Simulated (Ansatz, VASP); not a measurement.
# Two plane-wave programs on Ta3H

Contents of INCAR:

```
SYSTEM = Ta3H
PREC = Accurate
ENCUT = 520
EDIFF = 1E-7
ISMEAR = 0
SIGMA = 0.1
LREAL = .FALSE.
LASPH = .TRUE.
NELM = 150
ALGO = Normal
ISIF = 2
LWAVE = .FALSE.
LCHARG = .FALSE.
ISPIN = 2
MAGMOM = 0 0 0 1
LORBIT = 11
LMAXMIX = 4
LDIPOL = .TRUE.
IDIPOL = 3
DIPOL = 0.5 0.5 0.338
GGA = PE
NBANDS = 29
```

The input KPOINTS:

```
Automatic mesh
0
G
  10 10 1
  0 0 0
```

POSCAR

```
Ta3H
1.0
    2.8743098520      0.0000000000      0.0000000000
   -0.9581032840      2.7099253168      0.0000000000
    0.0000000000      0.0000000000     21.5266897253
Ta H
3 1
Direct
    0.5000000000      0.5000000000      0.1858158431
    0.0000000000      0.0000000000      0.2909732295
    0.5000000000      0.5000000000      0.3960985100
    0.6666666667      0.6666666667      0.4797156394
```

Input for Ansatz:

```yaml
crystal:
  lattice:
    - [2.874309852, 0.0, 0.0]
    - [-0.958103284, 2.7099253168, 0.0]
    - [0.0, 0.0, 21.5266897253]
  atoms:
    - { symbol: Ta, position: [0.5, 0.5, 0.1858158431] }
    - { symbol: Ta, position: [0.0, 0.0, 0.2909732295] }
    - { symbol: Ta, position: [0.5, 0.5, 0.39609851] }
    - { symbol: H, position: [0.6666666667, 0.6666666667, 0.4797156394], spin: 1.0 }
basis:
  ecutwfc: 420
kpoints:
  mp_grid: { grid: [10, 10, 1] }
hamiltonian:
  xc: pbe
  pseudopotentials: { kind: paw, azcp: { folder: soft_1 } }
scf:
  occupations: { method: gaussian, width: 0.1 }
output:
  forces: true
  eigenvalues: true
  populations: true
magnetization:
  spin_polarized: true
efield:
  axis: 3
  dipole_correction: true
  ramp_width: 0.04
```

Alike in both runs: task single point; functional PBE; k mesh 10 × 10 × 1; occupations gaussian, width 0.1 eV; collinear spin.

```csv
,VASP,Ansatz
version,VASP 6.6.1,Ansatz 0.2.0
potentials or method,"VASP PAW PBE potentials, release 64 (Ta_pv, H), cutoff 520 eV","scalar-relativistic, plane waves, PAW"
valence electrons in the cell,34,40
```

|  | VASP | Ansatz | Ansatz less VASP |
| --- | --- | --- | --- |
| gap on the k mesh at the Fermi level (eV) | none | none | - |
| rms of the force components (eV/Å) | 0.494 | 0.493 | -0.0006 |
| net moment per atom (μB) | 0.00 | 0.00 | 0.000 |

Atom by atom the forces differ by 0.002 eV/Å (rms over components). A gap of «none» marks a metal or a gap that the smearing closes. With one functional, cell and mesh, what is left measures potentials, basis and numerics. VASP's potentials hold 34 valence electrons a cell and Ansatz's 40, so a difference there can come from the potentials and not from the codes. Ansatz's warnings: seeded moment not kept.

Spin-orbit coupling is off throughout.
